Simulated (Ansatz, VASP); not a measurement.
## Two plane-wave programs on Rh

```
Rh
1.0
     2.71573    0.00000    0.00000
    -1.35787    2.35189    0.00000
     0.00000    0.00000    4.39949
Rh
2
Direct
  0.27333 0.63667 0.20500
  0.72667 0.36333 0.79500
```

Change from the starting cell: shortest bond scaled by 0.82, PAW files.

Alike in both runs: task single point; functional PBEsol; k mesh 13 × 13 × 7; occupations fermi-dirac, width 0.05 eV; no spin polarisation.

```csv
,VASP,Ansatz
version,VASP 6.6.1,Ansatz 0.2.0
potentials or method,"VASP PAW PBE potentials, release 64 (Rh_pv)","PAW with Ansatz's default frozen-core files, scalar-relativistic"
plane-wave cutoff (eV),520,420
valence electrons in the cell,30,34
```

```tsv
	VASP	Ansatz	Ansatz less VASP
pressure (GPa)	19.1	18.6	-0.46
traceless stress, the component that is largest in VASP (GPa)	19.64	19.18	-0.461
rms of the force components (eV/Å)	3.535	3.474	-0.0606
```

VASP's potentials were made for PBE, not for PBEsol. Atom by atom the forces differ by 0.061 eV/Å (rms over components). VASP's potentials hold 30 valence electrons a cell and Ansatz's 34, so a difference there can come from the potentials and not from the codes.
